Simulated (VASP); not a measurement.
The system is TePt (zincblende type).

```
CELL_PARAMETERS angstrom
0.00000 3.16207 3.16207
3.16207 0.00000 3.16207
3.16207 3.16207 0.00000
ATOMIC_POSITIONS crystal
Pt 0.00000 0.00000 0.00000
Te 0.25000 0.25000 0.25000
```

```yaml
Program: VASP 6.6.1
Task: relaxation of cell and atoms
Functional: PBE
Potentials_or_basis: VASP PAW PBE potentials, release 64 (Pt, Te)
Cutoff: 600 eV
k_mesh: 9 × 9 × 9
Occupations: fermi-dirac, width 0.05 eV
Spin: no spin polarisation
```

At the start: pressure -8.3 GPa; volume 31.62 Å³/atom.

Q: Where does the relaxation end?

A: Over 6 steps the energy falls by 129.0 meV/atom and the volume is 27.36 Å³/atom (-13.5 %); space group F-43m (No. 216, to 0.05 Å).

The path:
```
step  energy change (eV)  largest force (eV/Å)  pressure (GPa)  volume (Å³)
   1              0.0000                0.0000           -8.34        63.23
   2             -0.0837                0.0000           11.59        49.33
   3             -0.2579                0.0000           -0.20        54.84
   4             -0.2580                0.0000            0.05        54.68
   5             -0.2580                0.0000           -0.04        54.74
   6             -0.2580                0.0000           -0.01        54.71
```

Final structure:
```
CELL_PARAMETERS angstrom
0.00000 3.01316 3.01316
3.01316 0.00000 3.01316
3.01316 3.01316 0.00000
ATOMIC_POSITIONS crystal
Pt 0.00000 0.00000 0.00000
Te 0.25000 0.25000 0.25000
```
